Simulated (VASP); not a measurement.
Al:

```
Al
1.0
     0.00000    2.02481    2.02481
     2.02481    0.00000    2.02481
     2.02481    2.02481    0.00000
Al
1
Direct
  0.00000 0.00000 0.00000
```

* Program: VASP 6.6.1
* Task: relaxation of cell and atoms
* Functional: r2SCAN
* Dispersion: rVV10
* Potentials or basis: VASP PAW PBE potentials, release 64 (Al)
* Cutoff: 550 eV
* k mesh: 18 × 18 × 18
* Occupations: gaussian, width 0.1 eV
* Spin: no spin polarisation

At the start: pressure -4.1 GPa; volume 16.60 Å³/atom.

Task: How do energy, volume and symmetry change on relaxing?

Result: Over 18 steps the energy falls by 11.0 meV/atom and the volume is 15.80 Å³/atom (-4.8 %); space group Fm-3m (No. 225, to 0.1 Å) before and after.

Step by step:
| step | energy change (eV) | largest force (eV/Å) | pressure (GPa) | volume (Å³) |
| --- | --- | --- | --- | --- |
| 1 | 0.0000 | 0.0000 | -4.13 | 16.60 |
| 2 | -0.0102 | 0.0000 | 1.26 | 15.60 |
| 3 | -0.0110 | 0.0000 | 0.04 | 15.79 |
| 4 | -0.0110 | 0.0000 | -0.06 | 15.81 |
| 5 | -0.0110 | 0.0000 | -0.06 | 15.81 |
| 6 | -0.0110 | 0.0000 | -0.05 | 15.81 |
| 7 | -0.0110 | 0.0000 | -0.05 | 15.81 |
| 8 | -0.0110 | 0.0000 | -0.05 | 15.81 |
| 9 | -0.0110 | 0.0000 | -0.05 | 15.81 |
| 10 | -0.0110 | 0.0000 | -0.05 | 15.81 |
| 11 | -0.0110 | 0.0000 | -0.05 | 15.81 |
| 12 | -0.0110 | 0.0000 | -0.05 | 15.81 |
| 13 | -0.0110 | 0.0000 | -0.05 | 15.81 |
| 14 | -0.0110 | 0.0000 | -0.05 | 15.81 |
| 15 | -0.0110 | 0.0000 | -0.04 | 15.81 |
| 16 | -0.0110 | 0.0000 | -0.02 | 15.80 |
| 17 | -0.0110 | 0.0000 | 0.02 | 15.80 |
| 18 | -0.0110 | 0.0000 | 0.01 | 15.80 |

Final structure:
```yaml
crystal:
  lattice:
    - [0.00000, 1.99162, 1.99162]
    - [1.99162, 0.00000, 1.99162]
    - [1.99162, 1.99162, 0.00000]
  atoms:
    - { symbol: Al, position: [0.00000, 0.00000, 0.00000] }
```

Caveat: the PAW data sets were made with another functional, which shifts forces and pressure a little.
